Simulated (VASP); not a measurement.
A run of VASP 6.6.1 is set up as follows.

Contents of INCAR:

```
SYSTEM = Si3C
PREC = Accurate
ENCUT = 1300
EDIFF = 1E-7
ISMEAR = 0
SIGMA = 0.1
LREAL = .FALSE.
LASPH = .TRUE.
NELM = 120
ALGO = Normal
ISIF = 3
LWAVE = .FALSE.
LCHARG = .FALSE.
GGA = PE
IBRION = 2
NSW = 90
EDIFFG = -0.04
GGA_COMPAT = .FALSE.
NELMIN = 4
```

The input KPOINTS:

```
regular mesh
0
G
  6 6 4
  0 0 0
```

POSCAR

```
Si3C
1.0
    3.1532119400      0.0000000000      0.0000000000
   -1.5766059700      2.7307616500      0.0000000000
    0.0000000000      0.0000000000      4.4426378700
Si C
3 1
Direct
    0.5000000000      0.0000000000      0.5000000000
    0.0000000000      0.5000000000      0.5000000000
    0.5000000000      0.5000000000      0.5000000000
    0.0000000000      0.0000000000      0.5000000000
```

Potentials or basis: VASP PAW PBE potentials, release 64 (Si, C_h).

Run with:

```console
$ cat potpaw_PBE.64/Si/POTCAR potpaw_PBE.64/C_h/POTCAR > POTCAR
$ mpirun -np 1 vasp_std > vasp.out
```

(1) Predict the space group after relaxing (to 0.1 Å).

(2) What does it give for the relaxed cell?

(3) Estimate the band gap on the k mesh.

Results:

(1) P6/mmm (No. 191).

(2) a = 4.839 Å, b = 4.839 Å, c = 2.505 Å, α = 90.00°, β = 90.00°, γ = 120.00°.

(3) zero (bands 8 and 9 overlap by 4.80 eV).

Caveat: the k points lie up to 0.63 Å⁻¹ apart in the final cell, too coarse for converged energies and pressures of a metal.
